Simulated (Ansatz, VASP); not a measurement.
# Mo3W in VASP and in Ansatz

```
CELL_PARAMETERS angstrom
0.00000 3.16599 3.16599
3.16599 0.00000 3.16599
3.16599 3.16599 0.00000
ATOMIC_POSITIONS crystal
Mo 0.75000 0.75000 0.75000
Mo 0.25000 0.25000 0.25000
Mo 0.00000 0.00000 0.00000
W 0.50000 0.50000 0.50000
```

Alike in both runs: task single point; functional r2SCAN; k mesh 12 × 12 × 12; occupations gaussian, width 0.1 eV; no spin polarisation.

|  | VASP | Ansatz |
| --- | --- | --- |
| version | VASP 6.6.1 | Ansatz 0.2.0 |
| potentials or method | VASP PAW PBE potentials, release 64 (Mo_sv, W_sv), cutoff 520 eV | scalar-relativistic, plane waves, PAW |
| valence electrons in the cell | 56 | 56 |

Ansatz gave:

- gap on the k mesh at the Fermi level (eV): none
- pressure (GPa): -2.9

Q: Estimate VASP's values.

A: gap on the k mesh at the Fermi level (eV): none; pressure (GPa): -1.8.

VASP's potentials were made for PBE, not for r2SCAN. A gap of «none» marks a metal or a gap that the smearing closes.

Spin-orbit coupling is off throughout.
